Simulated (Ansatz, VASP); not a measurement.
## ScNb in VASP and in Ansatz

File INCAR:

```
SYSTEM = ScNb
  PREC = Accurate
  ENCUT = 600
  EDIFF = 1E-6
  ISMEAR = -1
  SIGMA = 0.05
  LREAL = .False.
  LASPH = .True.
  NELM = 80
  ALGO = Fast
  ISIF = 3
  LWAVE = .False.
  LCHARG = .False.
  GGA = PS
  IVDW = 12
  IBRION = 2
  NSW = 60
  EDIFFG = -0.01
```

KPOINTS

```
regular mesh
0
Gamma
  10 10 5
  0 0 0
```

File POSCAR:

```
ScNb
1.0
    3.0656443612      0.0000000000      0.0000000000
   -1.5328221806      2.6549258957      0.0000000000
    0.0000000000      0.0000000000      5.0721940000
Nb Sc
1 1
Direct
    0.3333333333      0.6666666667      0.5000000000
    0.0000000000      0.0000000000      0.0000000000
```

The input input.yaml:

```yaml
crystal:
  lattice:
    - [3.0656443612, 0.0, 0.0]
    - [-1.5328221806, 2.6549258957, 0.0]
    - [0.0, 0.0, 5.072194]
  atoms:
    - { symbol: Nb, position: [0.3333333333, 0.6666666667, 0.5] }
    - { symbol: Sc, position: [0.0, 0.0, 0.0] }
hamiltonian:
  xc: pbesol
  pseudopotentials: { kind: paw }
  dispersion: d3bj
kpoints:
  mp_grid: { grid: [10, 10, 5] }
scf:
  occupations: { method: fermi_dirac, width: 0.05 }
output:
  forces: true
  stress: true
  eigenvalues: true
relax:
  f_tol: 0.01
  max_steps: 40
  cell: { stress_tol: 0.05 }
```

Alike in both runs: task relaxation of cell and atoms; functional PBEsol; dispersion D3(BJ); k mesh 10 × 10 × 5; occupations fermi-dirac, width 0.05 eV; no spin polarisation.

|  | VASP | Ansatz |
| --- | --- | --- |
| version | VASP 6.6.1 | Ansatz 0.2.0 |
| potentials or method | VASP PAW PBE potentials, release 64 (Nb_sv, Sc_sv) | Ansatz PAW |
| plane-wave cutoff (eV) | 600 | 420 |
| valence electrons in the cell | 24 | 24 |

Ansatz gave:

| Item | Value |
| --- | --- |
| gap on the k mesh at the Fermi level, each at its own relaxed structure (eV) | none |
| relaxed volume (Å³/atom) | 18.94 |
| relaxed length of the cell vector where the two differ most in proportion (Å) | 4.926 |

Problem. Which values does VASP return?

Solution. gap on the k mesh at the Fermi level, each at its own relaxed structure (eV): none; relaxed volume (Å³/atom): 18.95; relaxed length of the cell vector where the two differ most in proportion (Å): 4.928.

VASP's potentials were made for PBE, not for PBEsol. A gap of «none» marks a metal or a gap that the smearing closes.

Noted on Ansatz's run: the plane-wave basis is chosen anew once the cell has moved, so the energies of steps on either side of that aren't comparable.
